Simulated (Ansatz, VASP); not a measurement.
Two plane-wave programs on CdSe

```
Cd Se
1.0
     0.00000    2.85019    2.85019
     2.85019    0.00000    2.85019
     2.85019    2.85019    0.00000
Cd Se
1 1
Direct
  0.00000 0.00000 0.00000
  0.25000 0.25000 0.25000
```

Alike in both runs: functional PBE; k mesh 8 × 8 × 8; occupations fermi-dirac, width 0.03 eV; no spin polarisation.

Ansatz relaxed the structure, and its values are those at the end. VASP's run is a single point on that final structure, the one shown.

|  | VASP | Ansatz |
| --- | --- | --- |
| version | VASP 6.6.1 | Ansatz 0.2.0 |
| potentials or method | VASP PAW PBE potentials, release 64 (Cd, Se) | PAW with Ansatz's default frozen-core files, scalar-relativistic |
| plane-wave cutoff (eV) | 520 | 420 |
| valence electrons in the cell | 18 | 36 |

|  | VASP | Ansatz | Ansatz less VASP |
| --- | --- | --- | --- |
| pressure (GPa) | 20.9 | 20.1 | -0.78 |

With one functional, cell and mesh, what is left measures potentials, basis and numerics. VASP's potentials hold 18 valence electrons a cell and Ansatz's 36, so a difference there can come from the potentials and not from the codes. Ansatz's warnings: stress scf threshold loose.
